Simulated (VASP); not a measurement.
# NaZr2AgS11 (P1) in VASP: single point with r2SCAN

Aim: the single point of NaZr2AgS11 with r2SCAN.

Program: VASP 6.6.1. These are calculated values, not measurements. Logs are shortened: lines on timing, memory, paths and dates and some standing lists are left out, and cuts for length are marked.

## (1) The cell of the first run

The typed cell holds 15 atoms: a = 9.337 Å, b = 6.736 Å, c = 6.966 Å, α = 104.64°, β = 112.22°, γ = 96.78°.

## (2) Single point, r2SCAN

Input file POSCAR:

```
NaZr2AgS11
1.0
    9.3368364600     -0.0062219700     -0.0555879900
   -0.7901975900      6.6886757500      0.0814758100
   -2.5993819700     -2.1547475100      6.0925673800
S Na Zr Ag
11 1 2 1
Direct
    0.3495200000      0.7366710000      0.6096720000
    0.6524990000      0.2690760000      0.4017140000
    0.0125180000      0.3284670000      0.3412910000
    0.9943760000      0.6749810000      0.6645910000
    0.5022560000      0.5025210000      0.9917850000
    0.3200150000      0.2225040000      0.5272810000
    0.6831100000      0.7864670000      0.4692030000
    0.1144060000      0.2547450000      0.8496700000
    0.8876840000      0.7199990000      0.1497270000
    0.7213260000      0.2046790000      0.9411180000
    0.2940320000      0.8015460000      0.0660450000
    0.9977550000      0.9908790000      0.0018470000
    0.2331430000      0.5139910000      0.7449880000
    0.7621370000      0.5103000000      0.2701970000
    0.5051810000      0.9959130000      0.4958510000
```

Input file INCAR.step1:

```
SYSTEM = NaZr2AgS11
ALGO = Normal
EDIFF = 1E-4
ENCUT = 520
GGA = PE
ISMEAR = 1
LASPH = .True.
LCHARG = .False.
LREAL = Auto
LWAVE = .True.
NBANDS = 67
NELM = 100
PREC = Accurate
SIGMA = 0.012
```

Input file INCAR.step2:

```
SYSTEM = NaZr2AgS11
ALGO = Normal
EDIFF = 1E-7
ENCUT = 520
ISIF = 2
ISMEAR = 1
ISTART = 1
LASPH = .True.
LCHARG = .False.
LMIXTAU = .True.
LREAL = Auto
LWAVE = .False.
METAGGA = R2SCAN
NBANDS = 67
NELM = 100
PREC = Accurate
SIGMA = 0.012
```

Input file KPOINTS:

```
Automatic mesh
0
Gamma
  2 3 3
  0.5 0.5 0.5
```

Potentials or basis: VASP PAW PBE potentials, release 64 (S, Na_pv, Zr_sv, Ag).

Run with:

```
cat potpaw_PBE.64/S/POTCAR potpaw_PBE.64/Na_pv/POTCAR potpaw_PBE.64/Zr_sv/POTCAR potpaw_PBE.64/Ag/POTCAR > POTCAR
cp INCAR.step1 INCAR
mpirun -np 1 vasp_std > vasp.out
cp INCAR.step2 INCAR
mpirun -np 1 vasp_std > vasp.out
```

OUTCAR:

```text
SYSTEM = NaZr2AgS11
   EDIFF = 1E-7
   ENCUT = 520
   ISIF = 2
   ISMEAR = 1
   ISTART = 1
   LASPH = .True.
   LREAL = Auto
   METAGGA = R2SCAN
   NELM = 100
   PREC = Accurate

 ion  position               nearest neighbor table
   1  0.350  0.737  0.610-  13 2.33  15 2.60
   2  0.652  0.269  0.402-  14 2.37  15 2.53
   3  0.013  0.328  0.341-  13 2.64  14 2.71  12 2.78
   4  0.994  0.675  0.665-  13 2.53  14 2.62  12 2.73
   5  0.502  0.503  0.992-  14 2.45  13 2.47
   6  0.320  0.223  0.527-  15 2.47  13 2.57
   7  0.683  0.786  0.469-  15 2.33  14 2.39
   8  0.114  0.255  0.850-  13 2.37  12 2.61
   9  0.888  0.720  0.150-  14 2.24  12 2.60
  10  0.721  0.205  0.941-  14 2.53  15 2.84
  11  0.294  0.802  0.066-  13 2.38  15 2.74
  12  0.998  0.991  0.002-   9 2.60   8 2.61   4 2.73   3 2.78
  13  0.233  0.514  0.745-   1 2.33   8 2.37  11 2.38   5 2.47   4 2.53   6 2.57   3 2.64
  14  0.762  0.510  0.270-   9 2.24   2 2.37   7 2.39   5 2.45  10 2.53   4 2.62   3 2.71
  15  0.505  0.996  0.496-   7 2.33   6 2.47   2 2.53   1 2.60  11 2.74  10 2.84

  LATTYP: Found a triclinic cell.
 ALAT       =     8.3764290835
 B/A-ratio  =     0.8315674003
 C/A-ratio  =     1.6492163954
 COS(alpha) =     0.0020769749
 COS(beta)  =     0.6192083191
 COS(gamma) =     0.6282651949

  Lattice vectors:

 A1 = (  -3.3895795600,   4.5339282400,   6.1740431900)
 A2 = (  -2.5993819700,  -2.1547475100,   6.0925673800)
 A3 = (   5.1570593100,  11.2163820200,   6.1999310100)

Analysis of symmetry for initial positions (statically):
=====================================================================
 Subroutine PRICEL returns:
 Original cell was already a primitive cell.

 Routine SETGRP: Setting up the symmetry group for a
 triclinic supercell.

 Subroutine GETGRP returns: Found  1 space group operations
 (whereof  1 operations were pure point group operations)
 out of a pool of  2 trial point group operations.

The static configuration has the point symmetry C_1 .

Analysis of symmetry for dynamics (positions and initial velocities):
=====================================================================
 Subroutine PRICEL returns:
 Original cell was already a primitive cell.

 Routine SETGRP: Setting up the symmetry group for a
 triclinic supercell.

 Subroutine GETGRP returns: Found  1 space group operations
 (whereof  1 operations were pure point group operations)
 out of a pool of  2 trial point group operations.

The dynamic configuration has the point symmetry C_1 .

 Subroutine INISYM returns: Found  1 space group operations
 (whereof  1 operations are pure point group operations),
 and found     1 'primitive' translations

----------------------------------------------------------------------------------------

                                     Primitive cell

  volume of cell :     381.0368

  direct lattice vectors                    reciprocal lattice vectors
     9.336836460 -0.006221970 -0.055587990     0.107408970  0.012079006  0.050097788
    -0.790197590  6.688675750  0.081475810     0.000413834  0.148911640  0.052841877
    -2.599381970 -2.154747510  6.092567380     0.000974455 -0.001881185  0.163884852

  length of vectors
     9.337004007  6.735683620  6.965565357     0.119131766  0.158009847  0.163898545

  position of ions in fractional coordinates (direct lattice)
     0.349520000  0.736671000  0.609672000
     0.652499000  0.269076000  0.401714000
     0.012518000  0.328467000  0.341291000
     0.994376000  0.674981000  0.664591000
     0.502256000  0.502521000  0.991785000
     0.320015000  0.222504000  0.527281000
     0.683110000  0.786467000  0.469203000
     0.114406000  0.254745000  0.849670000
     0.887684000  0.719999000  0.149727000
     0.721326000  0.204679000  0.941118000
     0.294032000  0.801546000  0.066045000
     0.997755000  0.990879000  0.001847000
     0.233143000  0.513991000  0.744988000
     0.762137000  0.510300000  0.270197000
     0.505181000  0.995913000  0.495851000

  ion indices of the primitive-cell ions
   primitive index   ion index
[... 27 lines left out ...]
     0.053704485  0.006039503  0.025048894     0.500000000  0.000000000  0.000000000
     0.000137945  0.049637213  0.017613959     0.000000000  0.333333333  0.000000000
     0.000324818 -0.000627062  0.054628284    -0.000000000  0.000000000  0.333333333

  Length of vectors
     0.059565883  0.052669949  0.054632848

  Shift w.r.t. Gamma in fractional coordinates (k-lattice)
     0.500000000  0.500000000  0.500000000

 Subroutine IBZKPT returns following result:
 ===========================================

 Found      9 irreducible k-points:

 Following reciprocal coordinates:
            Coordinates               Weight
  0.250000  0.166667  0.166667      2.000000
 -0.250000  0.166667  0.166667      2.000000
  0.250000  0.500000  0.166667      2.000000
 -0.250000  0.500000  0.166667      2.000000
  0.250000 -0.166667  0.166667      2.000000
 -0.250000 -0.166667  0.166667      2.000000
  0.250000  0.166667  0.500000      2.000000
 -0.250000  0.166667  0.500000      2.000000
  0.250000  0.500000  0.500000      2.000000
   k-points           NKPTS =      9   k-points in BZ     NKDIM =      9   number of bands    NBANDS=     67
   number of dos      NEDOS =    301   number of ions     NIONS =     15
   total plane-waves  NPLWV = 189000
   dimension x,y,z NGX =    70 NGY =   50 NGZ =   54
   dimension x,y,z NGXF=   140 NGYF=  100 NGZF=  108
   ions per type =              11   1   2   1
   NGX,Y,Z   is equivalent  to a cutoff of  12.46, 12.34, 12.89 a.u.
   NGXF,Y,Z  is equivalent  to a cutoff of  24.93, 24.68, 25.78 a.u.
 SYSTEM =  NaZr2AgS11
   PREC   = accura    normal or accurate (medium, high low for compatibility)
   ISTART =      1    job   : 0-new  1-cont  2-samecut
   ICHARG =      0    charge: 1-file 2-atom 10-const
   ISPIN  =      1    spin polarized calculation?
   LNONCOLLINEAR =      F non collinear calculations
   LSORBIT =      F    spin-orbit coupling
   LASPH  =      T    aspherical Exc in radial PAW
   ENCUT  =  520.0 eV  38.22 Ry    6.18 a.u.  17.36 12.52 12.95*2*pi/ulx,y,z
   NELM   =    100;   NELMIN=  2; NELMDL=  0     # of ELM steps
   EDIFF  = 0.1E-06   stopping-criterion for ELM
   LREAL  =      T    real-space projection
   EDIFFG = 0.1E-05   stopping-criterion for IOM
   NSW    =      0    number of steps for IOM
   IBRION =     -1    ionic relax: 0-MD 1-quasi-New 2-CG
   NFREE  =      0    steps in history (QN), initial steepest desc. (CG)
   ISIF   =      2    stress and relaxation
   ISYM   =      2    0-nonsym 1-usesym 2-fastsym
   POTIM  = 0.5000    time-step for ionic-motion
   TEBEG  =    0.0;   TEEND  =   0.0 temperature during run
   PSTRESS=    0.0 pullay stress
   NELECT =     108.0000    total number of electrons
   NUPDOWN=      -1.0000    fix difference up-down
   EMIN   =  10.00;   EMAX   =-10.00  energy-range for DOS
   EFERMI =   0.00;   METHOD = LEGACY
   ISMEAR =     1;   SIGMA  =   0.01  broadening in eV -4-tet -1-fermi 0-gaus
   EFERMI_NEDOS =   21; number of points for ismear=-14 and -15
   IALGO  =     38    algorithm
   IMIX   =      4    mixing-type and parameters
     AMIX     =   0.40;   BMIX     =  1.00
     AMIX_MAG =   1.60;   BMIX_MAG =  1.00
  volume/ion in A,a.u.               =      25.40       171.42
  Fermi-wavevector in a.u.,A,eV,Ry     =   1.075376  2.032167 15.734242  1.156434
  Thomas-Fermi vector in A             =   2.211231
   LORBIT       =      0    0 simple, 1 ext, 2 COOP (PROOUT), +10 PAW based schemes
   METAGGA = R2SCAN    functional components
   LHFCALC =     F    Hartree Fock is set to
   AEXX    =    0.0000 exact exchange contribution
   IVDW    =     0    specifies the selected vdW correction
   LEPSILON=     F    determine dielectric tensor
   LRPA    =     F    only Hartree local field effects (RPA)
 non-spin polarized calculation
 Methfessel and Paxton  Order N= 1 SIGMA  =   0.01
  energy-cutoff  :      520.00
  volume of cell :      381.04
 maximum number of plane-waves:     10269
 NGX is ok and might be reduce to    70
   NGX = 35   NGY = 25   NGZ = 25

 number of electron     108.0000000 magnetization

 Free energy of the ion-electron system (eV)
  ---------------------------------------------------
  ext. energy  EPLUGINS =         0.00000000
  ---------------------------------------------------
  free energy    TOTEN  =      -157.51603423 eV

  energy without entropy =     -157.51582869  energy(sigma->0) =     -157.51596571

 E-fermi :   1.8732     XC(G=0):  -9.1203

 val. band max:        1.8667228555   @ k =   0.2500   0.5000   0.1667
 cond. band min:       1.8786765890   @ k =  -0.2500   0.1667   0.5000
 fundamental gap:      0.0119537335
 Fermi energy:         1.8732122553

 k-point     1 :       0.2500    0.1667    0.1667
  band No.  band energies     occupation
      1     -47.6871      2.00000
      2     -47.6657      2.00000
      3     -25.3346      2.00000
      4     -25.2658      2.00000
      5     -25.2040      2.00000
      6     -25.1928      2.00000
[... 610 lines left out ...]
     65       6.3074      0.00000
     66       6.4750      0.00000
 [bands above 66 left out]

------------------------ aborting loop because EDIFF is reached ----------------------------------------

  FORCE on cell =-STRESS in cart. coord.  units (eV):
  Direction    XX          YY          ZZ          XY          YZ          ZX
  --------------------------------------------------------------------------------------
  -------------------------------------------------------------------------------------
  Total        7.4332878      9.9096837      2.8947290      3.3396631     -2.1509117     -4.7644553
  in kB       31.2553695     41.6680795     12.1717102     14.0425620     -9.0441190    -20.0335054
  external PRESSURE =      28.3650531 kB  Pullay stress =       0.0000000 kB

 VOLUME and BASIS-vectors are now :
 -----------------------------------------------------------------------------
  energy-cutoff  :      520.00
  volume of cell :      381.04
      direct lattice vectors                 reciprocal lattice vectors
     9.336836460 -0.006221970 -0.055587990     0.107408970  0.012079006  0.050097788
    -0.790197590  6.688675750  0.081475810     0.000413834  0.148911640  0.052841877
    -2.599381970 -2.154747510  6.092567380     0.000974455 -0.001881185  0.163884852

 POSITION                                       TOTAL-FORCE (eV/Angst)
 -----------------------------------------------------------------------------------
      1.09653      3.61149      3.75506         1.343977      2.075242     -1.070048
      4.83545      0.93011      2.43312        -0.998245     -1.810536      0.816606
     -1.02982      1.46154      2.10540        -0.007743     -0.276547     -0.687954
      7.02343      3.07652      4.04878        -0.334852      0.436362      0.562677
      1.71436      1.22103      6.05554        -0.150998     -0.053980     -0.171251
      1.44150      0.35011      3.21283         0.269648     -0.151265      0.188072
      4.53698      4.24516      2.88476        -0.508585      0.467142      0.366178
     -1.34173     -0.12763      5.19107        -0.561372     -0.695307      0.087454
      7.33002      4.48769      0.92154         1.728183      1.829250     -0.712063
      4.12684     -0.66333      5.71040        -0.010339     -0.046179     -0.199745
      1.94027      5.21714      0.45135        -0.224552      0.625588      1.166925
      8.52808      6.61748      0.03652        -0.003698      0.110573      0.039250
     -0.16584      1.83121      4.56781        -0.263133     -1.223552     -0.448364
      6.01037      2.82628      1.64540         0.348268     -1.613157     -0.062621
      2.64092      5.58976      3.07407        -0.626560      0.326366      0.124883
 -----------------------------------------------------------------------------------
    total drift:                               -0.004171      0.025581     -0.001770

  FREE ENERGIE OF THE ION-ELECTRON SYSTEM (eV)
  ---------------------------------------------------
  free  energy   TOTEN  =      -157.5160342261 eV

  energy  without entropy=     -157.5158286902  energy(sigma->0) =     -157.51596571
```

Run time: 52 min. Hardware: 1 thread of AMD EPYC 9R45, shared host; peak memory 0.57 GiB.

What came out:

| Item | Value |
| --- | --- |
| Free energy | -157.5160 eV |
| Pressure | 2.8 GPa |
| Largest force | 2.694 eV/Å |
| Band gap on the k mesh | zero (band 54 reaches 2.03 eV, above the bottom of band 55 at 1.74 eV) |

Forces on the atoms (eV/Å):
```
S    1.344  2.075 -1.070
S   -0.998 -1.811  0.817
S   -0.008 -0.277 -0.688
S   -0.335  0.436  0.563
S   -0.151 -0.054 -0.171
S    0.270 -0.151  0.188
S   -0.509  0.467  0.366
S   -0.561 -0.695  0.087
S    1.728  1.829 -0.712
S   -0.010 -0.046 -0.200
S   -0.225  0.626  1.167
Na  -0.004  0.111  0.039
Zr  -0.263 -1.224 -0.448
Zr   0.348 -1.613 -0.063
Ag  -0.627  0.326  0.125
```

Levels at points of the mesh, in eV from the Fermi level:
| k point | band 51 | band 52 | band 53 | band 54 | band 55 | band 56 | band 57 | band 58 |
| --- | --- | --- | --- | --- | --- | --- | --- | --- |
| (0.25, 0.17, 0.17) | -0.36 | -0.25 | -0.12 | 0.04 | 0.06 | 0.18 | 0.22 | 0.40 |

Caveat: the k points lie up to 0.37 Å⁻¹ apart; the PAW data sets were made with another functional, which shifts forces and pressure a little.
